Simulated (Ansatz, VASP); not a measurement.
## WC: VASP beside Ansatz

```xyz
2
Lattice="0.0000 2.3681 2.3681 2.3681 0.0000 2.3681 2.3681 2.3681 0.0000" Properties=species:S:1:pos:R:3 pbc="T T T"
W     0.0000    0.0000    0.0000
C     2.3681    2.3681    2.3681
```

Change from the starting cell: strain +0.080 along x and y, +0.080 along z, atoms carried along.

Alike in both runs: task single point; functional PBEsol; k mesh 18 × 18 × 18; occupations gaussian, width 0.15 eV; no spin polarisation.

```csv
,VASP,Ansatz
version,VASP 6.6.1,Ansatz 0.2.0
potentials or method,"VASP PAW PBE potentials, release 64 (W_sv, C), cutoff 520 eV","scalar-relativistic, plane waves, PAW"
valence electrons in the cell,18,18
```

Ansatz gave:

```
gap on the k mesh at the Fermi level (eV) : none
pressure (GPa)                            : -57.2
```

Estimate VASP's values.

gap on the k mesh at the Fermi level (eV): none; pressure (GPa): -56.9.

VASP's potentials were made for PBE, not for PBEsol. A gap of «none» marks a metal or a gap that the smearing closes. Both programs put the cell under strong tension, so it lies far from rest at this level.

Neither program's run includes spin-orbit coupling. Noted on VASP's run: the cell as given lies far from equilibrium.
